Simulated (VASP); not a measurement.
# Cs (Im-3m) in VASP: further runs, part 2 of 2

VASP 6.6.1. The steps go on from the part before.

## (5) Single point, PBEsol

This run uses another cell than the first one, of 107.62 Å³/atom.

Contents of INCAR:

```
SYSTEM = Cs
  PREC = Accurate
  ENCUT = 500
  EDIFF = 1E-6
  ISMEAR = -1
  SIGMA = 0.05
  LREAL = .False.
  LASPH = .True.
  NELM = 120
  ALGO = Normal
  ISIF = 2
  LWAVE = .False.
  LCHARG = .False.
  GGA = PS
  NBANDS = 10
  GGA_COMPAT = .False.
```

Contents of KPOINTS:

```
regular mesh
0
Gamma
  5 5 5
  0 0 0
```

Contents of POSCAR:

```
Cs
1.0
   -2.9964809277      2.9964809277      2.9964809277
    2.9964809277     -2.9964809277      2.9964809277
    2.9964809277      2.9964809277     -2.9964809277
Cs
1
Direct
    0.0000000000      0.0000000000      0.0000000000
```

Potentials or basis: VASP PAW PBE potentials, release 64 (Cs_sv).

The run is started by

```sh
$ cat potpaw_PBE.64/Cs_sv/POTCAR > POTCAR
$ mpirun -np 1 vasp_std > vasp.out
```

OUTCAR:

```text
SYSTEM = Cs
   PREC = Accurate
   ENCUT = 500
   EDIFF = 1E-6
   ISMEAR = -1
   LREAL = .False.
   LASPH = .True.
   NELM = 120
   ISIF = 2
   GGA = PS

 ion  position               nearest neighbor table
   1  0.000  0.000  0.000-

  LATTYP: Found a body centered cubic cell.
 ALAT       =     5.9929618554

  Lattice vectors:

 A1 = (  -2.9964809277,   2.9964809277,   2.9964809277)
 A2 = (   2.9964809277,  -2.9964809277,   2.9964809277)
[... 292 lines left out ...]
      8       3.3476      0.00000
      9       3.3476      0.00000
     10       4.8373      0.00000

------------------------ aborting loop because EDIFF is reached ----------------------------------------

  FORCE on cell =-STRESS in cart. coord.  units (eV):
  Direction    XX          YY          ZZ          XY          YZ          ZX
  --------------------------------------------------------------------------------------
  -------------------------------------------------------------------------------------
  Total       -0.0021585     -0.0021585     -0.0021585      0.0000000      0.0000000     -0.0000000
  in kB       -0.0321340     -0.0321340     -0.0321340      0.0000000      0.0000000     -0.0000000
  external PRESSURE =      -0.0321340 kB  Pullay stress =       0.0000000 kB

 VOLUME and BASIS-vectors are now :
 -----------------------------------------------------------------------------
  energy-cutoff  :      500.00
  volume of cell :      107.62
      direct lattice vectors                 reciprocal lattice vectors
    -2.996480928  2.996480928  2.996480928     0.000000000  0.166862400  0.166862400
     2.996480928 -2.996480928  2.996480928     0.166862400  0.000000000  0.166862400
     2.996480928  2.996480928 -2.996480928     0.166862400  0.166862400  0.000000000

 POSITION                                       TOTAL-FORCE (eV/Angst)
 -----------------------------------------------------------------------------------
      0.00000      0.00000      0.00000        -0.000000      0.000000     -0.000000
 -----------------------------------------------------------------------------------
    total drift:                                0.000000     -0.000000     -0.000000

  FREE ENERGIE OF THE ION-ELECTRON SYSTEM (eV)
  ---------------------------------------------------
  free  energy   TOTEN  =        -0.9549773235 eV

  energy  without entropy=       -0.9426675148  energy(sigma->0) =       -0.94882242
```

OSZICAR:

```text
N       E                     dE             d eps       ncg     rms          rms(c)
DAV:   1     0.508635304173E+02    0.50864E+02   -0.28876E+03   200   0.625E+02
DAV:   2     0.423302273904E+01   -0.46631E+02   -0.45330E+02   258   0.106E+02
DAV:   3    -0.885534566233E+00   -0.51186E+01   -0.51140E+01   228   0.416E+01
DAV:   4    -0.954794463162E+00   -0.69260E-01   -0.69255E-01   252   0.569E+00
DAV:   5    -0.955098481615E+00   -0.30402E-03   -0.30400E-03   236   0.359E-01    0.133E-01
DAV:   6    -0.954744037615E+00    0.35444E-03   -0.12855E-03   264   0.173E-01    0.914E-02
DAV:   7    -0.954913912814E+00   -0.16988E-03   -0.29979E-03   250   0.279E-01    0.344E-02
DAV:   8    -0.954976505911E+00   -0.62593E-04   -0.94415E-05   224   0.670E-02    0.541E-03
DAV:   9    -0.954977883977E+00   -0.13781E-05   -0.44803E-06   302   0.111E-02    0.317E-03
DAV:  10    -0.954977323485E+00    0.56049E-06   -0.72997E-07   136   0.463E-03
   1 F= -.95497732E+00 E0= -.94882242E+00  d E =-.123098E-01
```

stdout:

```text
POSCAR found type information on POSCAR Cs
 POSCAR found :  1 types and       1 ions
 scaLAPACK will be used
 -----------------------------------------------------------------------------
|                                                                             |
|                                                                             |
|     You enforced a specific xc type in the INCAR file but a different       |
|     I HOPE YOU KNOW WHAT YOU ARE DOING!                                     |
|                                                                             |
 -----------------------------------------------------------------------------

 LDA part: xc-table for (Slater+PW92), standard interpolation
 POSCAR, INCAR and KPOINTS ok, starting setup
 FFT: planning ... GRIDC
 FFT: planning ... GRID_SOFT
 FFT: planning ... GRID
 WAVECAR not read
 entering main loop
```

It took 6.8 s on 1 thread of Intel Xeon 6975P-C (Granite Rapids), shared host; peak memory 0.22 GiB.

Results:

```
Free energy            : -0.9550 eV
Pressure               : 0.0 GPa
Band gap on the k mesh : zero (an odd number of electrons rules out a gap without spin polarisation)
```

Caveat: the PAW data sets were made with another functional, which shifts forces and pressure a little; spin-orbit coupling is left out, which moves the levels of the heavy elements.

## (6) Relaxation of cell and atoms, PBEsol

This run uses another cell than the first one, of 111.82 Å³/atom.

Contents of INCAR:

```
PREC = Accurate
ENCUT = 500
EDIFF = 1E-7
ISMEAR = -1
SIGMA = 0.05
LREAL = F
LASPH = T
NELM = 120
ALGO = Normal
ISIF = 3
LWAVE = F
LCHARG = F
GGA = PS
IBRION = 2
NSW = 60
EDIFFG = -0.03
GGA_COMPAT = F
NELMIN = 4
```

Contents of KPOINTS:

```
regular mesh
0
Gamma
  5 5 5
```

Contents of POSCAR:

```
Cs
1.0
   -3.0350000000      3.0350000000      3.0350000000
    3.0350000000     -3.0350000000      3.0350000000
    3.0350000000      3.0350000000     -3.0350000000
Cs
1
Direct
    0.0000000000      0.0000000000      0.0000000000
```

Potentials or basis: VASP PAW PBE potentials, release 64 (Cs_sv).

The run is started by

```sh
$ cat potpaw_PBE.64/Cs_sv/POTCAR > POTCAR
$ mpirun -np 1 vasp_std > vasp.out
```

OUTCAR:

```text
PREC = Accurate
   ENCUT = 500
   EDIFF = 1E-7
   ISMEAR = -1
   LREAL = F
   LASPH = T
   NELM = 120
   ISIF = 3
   GGA = PS
   IBRION = 2
   NSW = 60
   EDIFFG = -0.03
   NELMIN = 4

 ion  position               nearest neighbor table
   1  0.000  0.000  0.000-

  LATTYP: Found a body centered cubic cell.
 ALAT       =     6.0700000000

  Lattice vectors:

 A1 = (  -3.0350000000,   3.0350000000,   3.0350000000)
 A2 = (   3.0350000000,  -3.0350000000,   3.0350000000)
 A3 = (   3.0350000000,   3.0350000000,  -3.0350000000)

Analysis of symmetry for initial positions (statically):
=====================================================================
 Subroutine PRICEL returns:
 Original cell was already a primitive cell.

 Routine SETGRP: Setting up the symmetry group for a
 body centered cubic supercell.

 Subroutine GETGRP returns: Found 48 space group operations
 (whereof 48 operations were pure point group operations)
 out of a pool of 48 trial point group operations.

The static configuration has the point symmetry O_h .

Analysis of symmetry for dynamics (positions and initial velocities):
=====================================================================
 Subroutine PRICEL returns:
 Original cell was already a primitive cell.

 Routine SETGRP: Setting up the symmetry group for a
 body centered cubic supercell.

 Subroutine GETGRP returns: Found 48 space group operations
 (whereof 48 operations were pure point group operations)
 out of a pool of 48 trial point group operations.

The dynamic configuration has the point symmetry O_h .

 Subroutine INISYM returns: Found 48 space group operations
 (whereof 48 operations are pure point group operations),
 and found     1 'primitive' translations

----------------------------------------------------------------------------------------

                                     Primitive cell

[... 82 lines left out ...]
   TEBEG  =    0.0;   TEEND  =   0.0 temperature during run
   PSTRESS=    0.0 pullay stress
   NELECT =       9.0000    total number of electrons
   NUPDOWN=      -1.0000    fix difference up-down
   EMIN   =  10.00;   EMAX   =-10.00  energy-range for DOS
   EFERMI =   0.00;   METHOD = LEGACY
   ISMEAR =    -1;   SIGMA  =   0.05  broadening in eV -4-tet -1-fermi 0-gaus
   EFERMI_NEDOS =   21; number of points for ismear=-14 and -15
   IALGO  =     38    algorithm
   IMIX   =      4    mixing-type and parameters
     AMIX     =   0.40;   BMIX     =  1.00
     AMIX_MAG =   1.60;   BMIX_MAG =  1.00
  volume/ion in A,a.u.               =     111.82       754.63
  Fermi-wavevector in a.u.,A,eV,Ry     =   0.706822  1.335701  6.797442  0.499598
  Thomas-Fermi vector in A             =   1.792706
   LORBIT       =      0    0 simple, 1 ext, 2 COOP (PROOUT), +10 PAW based schemes
   GGA     = PS    functional components
   LHFCALC =     F    Hartree Fock is set to
   AEXX    =    0.0000 exact exchange contribution
   IVDW    =     0    specifies the selected vdW correction
   LEPSILON=     F    determine dielectric tensor
   LRPA    =     F    only Hartree local field effects (RPA)
 conjugate gradient relaxation of ions
 non-spin polarized calculation
  energy-cutoff  :      500.00
  volume of cell :      111.82
 maximum number of plane-waves:      2899
 NGX is ok and might be reduce to    40
   NGX = 19   NGY = 19   NGZ = 19

--------------------------------------- Ionic step        1  -------------------------------------------

 number of electron       8.9999999 magnetization

 Free energy of the ion-electron system (eV)
  ---------------------------------------------------
  ext. energy  EPLUGINS =         0.00000000
  ---------------------------------------------------
  free energy    TOTEN  =        -0.95405814 eV

  energy without entropy =       -0.94176020  energy(sigma->0) =       -0.94790917

------------------------ aborting loop because EDIFF is reached ----------------------------------------

  FORCE on cell =-STRESS in cart. coord.  units (eV):
  Direction    XX          YY          ZZ          XY          YZ          ZX
  --------------------------------------------------------------------------------------
  -------------------------------------------------------------------------------------
  Total       -0.0546875     -0.0546875     -0.0546875      0.0000000      0.0000000     -0.0000000
  in kB       -0.7835426     -0.7835426     -0.7835426      0.0000000      0.0000000     -0.0000000
  external PRESSURE =      -0.7835426 kB  Pullay stress =       0.0000000 kB
[... 57 lines left out ...]
--------------------------------------- Ionic step        3  -------------------------------------------

 number of electron       8.9999998 magnetization

 Free energy of the ion-electron system (eV)
  ---------------------------------------------------
  ext. energy  EPLUGINS =         0.00000000
  ---------------------------------------------------
  free energy    TOTEN  =        -0.95511753 eV

  energy without entropy =       -0.94281083  energy(sigma->0) =       -0.94896418

 E-fermi :   0.5782     XC(G=0):  -5.6349

 val. band max:        0.2483833314   @ k =   0.4000   0.0000   0.0000
 cond. band min:       0.6180051678   @ k =  -0.4000   0.4000   0.2000
 fundamental gap:      0.3696218364
 Fermi energy:         0.5782443089

 k-point     1 :       0.0000    0.0000    0.0000
  band No.  band energies     occupation
      1     -23.2906      2.00000
      2      -9.9997      2.00000
      3      -9.9997      2.00000
      4      -9.9997      2.00000
      5      -1.2231      2.00000
      6       3.0572      0.00000
      7       3.0572      0.00000
      8       3.0572      0.00000
[... 125 lines left out ...]
  FREE ENERGIE OF THE ION-ELECTRON SYSTEM (eV)
  ---------------------------------------------------
  free  energy   TOTEN  =        -0.9551175255 eV

  energy  without entropy=       -0.9428108269  energy(sigma->0) =       -0.94896418

 reached required accuracy - stopping structural energy minimisation
```

CONTCAR:

```text
Cs
   1.00000000000000
    -3.0029713971535394    3.0029713971535394    3.0029713971535394
     3.0029713971535394   -3.0029713971535394    3.0029713971535394
     3.0029713971535394    3.0029713971535394   -3.0029713971535394
  Cs
     1
Direct
     0.0000000000000000    0.0000000000000000    0.0000000000000000

  0.00000000E+00  0.00000000E+00  0.00000000E+00
```

It took 16 s on 1 thread of Intel Xeon 6975P-C (Granite Rapids), shared host; peak memory 0.23 GiB.

Results:

```
Free energy                           : -0.9551 eV
Relaxed volume                        : 108.32 Å³/atom
Relaxed cell                          : a = 5.201 Å, b = 5.201 Å, c = 5.201 Å, α = 109.47°, β = 109.47°, γ = 109.47°
Space group after relaxing (to 0.1 Å) : Im-3m (No. 229)
Energy gained by relaxing             : 1.1 meV/atom
Ionic steps                           : 3
Pressure after relaxing               : 0.0 GPa
Band gap on the k mesh                : zero (an odd number of electrons rules out a gap without spin polarisation)
```

Step by step:
```csv
step,energy change (eV),largest force (eV/Å),pressure (GPa),volume (Å³)
1,0.0000,0.0000,-0.08,111.82
2,-0.0004,0.0000,-0.06,110.94
3,-0.0011,0.0000,-0.02,108.32
```

Final structure:
```
Cs
1.0
    -3.00297    3.00297    3.00297
     3.00297   -3.00297    3.00297
     3.00297    3.00297   -3.00297
Cs
1
Direct
  0.00000 0.00000 0.00000
```

Caveat: the PAW data sets were made with another functional, which shifts forces and pressure a little; spin-orbit coupling is left out, which moves the levels of the heavy elements.

## (7) Relaxation of cell and atoms, PBEsol, target pressure 15 GPa, at which the enthalpy is minimised

This run uses another cell than the first one, of 111.82 Å³/atom.

Contents of INCAR:

```
SYSTEM = Cs
PREC     = Accurate       ! precision mode
ENCUT    = 500            ! plane-wave cutoff, eV
EDIFF    = 1E-7           ! SCF threshold, eV
ISMEAR   = -1             ! smearing method
SIGMA    = 0.05           ! smearing width, eV
LREAL    = .FALSE.        ! projectors in reciprocal space
LASPH    = .TRUE.         ! aspherical terms in the spheres
NELM     = 120            ! most SCF steps
ALGO     = Normal         ! electronic algorithm
ISIF     = 3              ! what is computed and relaxed
LWAVE    = .FALSE.        ! write WAVECAR
LCHARG   = .FALSE.        ! write CHGCAR
GGA      = PS             ! functional
IBRION   = 2              ! ionic algorithm
NSW      = 60             ! ionic steps
EDIFFG   = -0.03          ! ionic threshold
PSTRESS  = 150.0        
GGA_COMPAT= .FALSE.      
NELMIN   = 4
```

Contents of KPOINTS:

```
regular mesh
0
G
  5 5 5
  0 0 0
```

POSCAR is that of step 6.

The run is started by

```sh
$ cat potpaw_PBE.64/Cs_sv/POTCAR > POTCAR
$ mpirun -np 1 vasp_std > vasp.out
```

It took 50 s on 1 thread of Intel Xeon 6975P-C (Granite Rapids), shared host; peak memory 0.27 GiB.

It converged, with:

```yaml
Free_energy: 0.4867 eV
Relaxed_volume: 29.49 Å³/atom
Relaxed_cell: a = 3.371 Å, b = 3.371 Å, c = 3.371 Å, α = 109.47°, β = 109.47°, γ = 109.47°
Space_group_after_relaxing_to_0.1_Å: Im-3m (No. 229)
Energy_change_on_relaxing_the_run_minimises_the_enthalpy: +1440.8 meV/atom
Ionic_steps: 7
Pressure_after_relaxing: 14.9 GPa
Band_gap_on_the_k_mesh: zero (an odd number of electrons rules out a gap without spin polarisation)
```

Step by step:
```csv
step,energy change (eV),largest force (eV/Å),pressure (GPa),volume (Å³)
1,0.0000,0.0000,-0.08,111.82
2,10.6558,0.0000,324.21,13.34
3,0.8073,0.0000,5.22,40.84
4,0.9344,0.0000,7.36,37.56
5,1.3565,0.0000,12.68,30.47
6,3.2738,0.0000,66.87,20.74
7,1.4408,0.0000,14.89,29.49
```

Final structure:
```
Cs
1.0
    -1.94631    1.94631    1.94631
     1.94631   -1.94631    1.94631
     1.94631    1.94631   -1.94631
Cs
1
Direct
  0.00000 0.00000 0.00000
```

Levels at points of the mesh, in eV from the Fermi level:
| k point | band 1 | band 2 | band 3 | band 4 | band 5 | band 6 | band 7 | band 8 |
| --- | --- | --- | --- | --- | --- | --- | --- | --- |
| (0.00, 0.00, 0.00) | -25.12 | -8.83 | -8.83 | -8.83 | -0.53 | 3.32 | 3.32 | 3.32 |

Caveat: the cell is relaxed towards a set pressure, so the run minimises the enthalpy, not the energy; the volume moved by over 15 % at a fixed basis, so the end points are rough; the PAW data sets were made with another functional, which shifts forces and pressure a little; spin-orbit coupling is left out, which moves the levels of the heavy elements.

## (8) Summary

```csv
task,cell,gap on the mesh (eV),pressure (GPa)
single point,"a = 3.078 Å, angles 109.5°, 1 atom",none,48.4
single point,"a = 3.355 Å, angles 109.5°, 1 atom",none,16.0
single point,"a = 3.177 Å, angles 109.5°, 1 atom",none,32.3
single point,"a = 5.190 Å, angles 109.5°, 1 atom",none,0.0
relaxation of cell and atoms,"relaxed from a = 5.257 Å, angles 109.5°, 1 atom",none,0.0
relaxation of cell and atoms,"relaxed to 15 GPa from a = 5.257 Å, angles 109.5°, 1 atom",none,14.9
```

Alike in all rows: level PBEsol; potentials or basis VASP PAW PBE potentials, release 64 (Cs_sv); no spin polarisation; k mesh 5 × 5 × 5; cutoff (eV) 500; smearing fermi-dirac 0.05 eV.

Caveats: some runs use coarse meshes; the PAW data sets were made with another functional, which shifts forces and pressure a little; spin-orbit coupling is left out, which moves the levels of the heavy elements; the cell is relaxed towards a set pressure, so the run minimises the enthalpy, not the energy (at least some runs); the volume moved by over 15 % at a fixed basis, so the end points are rough (at least some runs).

Absolute energies hang on the potentials; compare differences alone.
